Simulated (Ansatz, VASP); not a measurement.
**Pt: VASP beside Ansatz**

```xyz
1
Lattice="-1.5783 1.5783 1.5842 1.5783 -1.5783 1.5842 1.5902 1.5902 -1.5842" Properties=species:S:1:pos:R:3 pbc="T T T"
Pt    0.0000    0.0000    0.0000
```

Change from the starting cell: strain +0.0075 x Voigt [0, 0, 0, 0, 0, 1], atoms carried along.

Alike in both runs: task single point; functional PBEsol; k mesh 22 × 22 × 22; occupations gaussian, width 0.15 eV; no spin polarisation.

|  | VASP | Ansatz |
| --- | --- | --- |
| version | VASP 6.6.1 | Ansatz 0.2.0 |
| potentials or method | VASP PAW PBE potentials, release 64 (Pt), cutoff 520 eV | scalar-relativistic, plane waves, PAW |
| valence electrons in the cell | 10 | 18 |

```csv
,VASP,Ansatz,Ansatz less VASP
gap on the k mesh at the Fermi level (eV),none,none,-
pressure (GPa),-11.3,-10.9,+0.36
"traceless stress, the component that is largest in VASP (GPa)",-1.08,-1.09,-0.007
```

VASP's potentials were made for PBE, not for PBEsol. A gap of «none» marks a metal or a gap that the smearing closes. VASP's potentials hold 10 valence electrons a cell and Ansatz's 18, so a difference there can come from the potentials and not from the codes.

Neither program's run includes spin-orbit coupling.
